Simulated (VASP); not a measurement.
Input of a VASP 6.6.1 run:

Contents of INCAR:

```
SYSTEM = Be
PREC = Accurate ; ENCUT = 600
EDIFF = 1E-6 ; ISMEAR = -1
SIGMA = 0.1 ; LREAL = .FALSE.
LASPH = .TRUE. ; NELM = 120
ALGO = Normal ; ISIF = 2
LWAVE = .FALSE. ; LCHARG = .FALSE.
GGA = PE ; NBANDS = 7
GGA_COMPAT = .FALSE.
```

The input KPOINTS:

```
regular mesh
0
G
  20 20 20
  0 0 0
```

File POSCAR:

```
Be
1.0
    1.7243944668      0.0000000000      0.0000000000
    0.0000000000      1.7243944668      0.0000000000
    0.0000000000      0.0000000000      1.7243944668
Be
1
Direct
    0.0000000000      0.0000000000      0.0000000000
```

Potentials or basis: VASP PAW PBE potentials, release 64 (Be).

The run is started by

```bash
$ cat potpaw_PBE.64/Be/POTCAR > POTCAR
$ mpirun -np 1 vasp_std > vasp.out
```

**Question.** What does it give for the pressure?

**Answer.** 161.4 GPa.

**Question.** Estimate the band gap on the k mesh.

**Answer.** Zero (band 1 reaches 20.21 eV, above the bottom of band 2 at 11.41 eV).
